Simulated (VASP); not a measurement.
Here is a VASP 6.6.1 calculation.

File INCAR:

```
SYSTEM = AlNi3
PREC = Accurate
ENCUT = 520
EDIFF = 1E-6
ISMEAR = -1
SIGMA = 0.05
LREAL = .False.
LASPH = .True.
NELM = 150
ALGO = Normal
ISIF = 2
LWAVE = .False.
LCHARG = .False.
ISPIN = 2
MAGMOM = 1 1 1 0
LORBIT = 11
LMAXMIX = 4
GGA = PE
IVDW = 12
NBANDS = 28
```

File KPOINTS:

```
regular mesh
0
Gamma
  8 8 8
  0 0 0
```

Contents of POSCAR:

```
AlNi3
1.0
    3.5328285816      0.0000000000      0.0000000000
    0.0000000000      3.5328285816      0.0000000000
    0.0000000000      0.0000000000      3.5328285816
Ni Al
3 1
Direct
    0.5000000000      0.5000000000      0.0000000000
    0.5000000000      0.0000000000      0.5000000000
    0.0000000000      0.5000000000      0.5000000000
    0.0000000000      0.0000000000      0.0000000000
```

Potentials or basis: VASP PAW PBE potentials, release 64 (Ni, Al).

Launch:

```bash
$ cat potpaw_PBE.64/Ni/POTCAR potpaw_PBE.64/Al/POTCAR > POTCAR
$ mpirun -np 1 vasp_std > vasp.out
```

**Question.** Estimate the dispersion energy per atom.

**Answer.** -0.469 eV.

**Question.** Predict the site moments.

**Answer.** Ni +0.24; Al -0.01 μB.

Caveat: three body term missing.
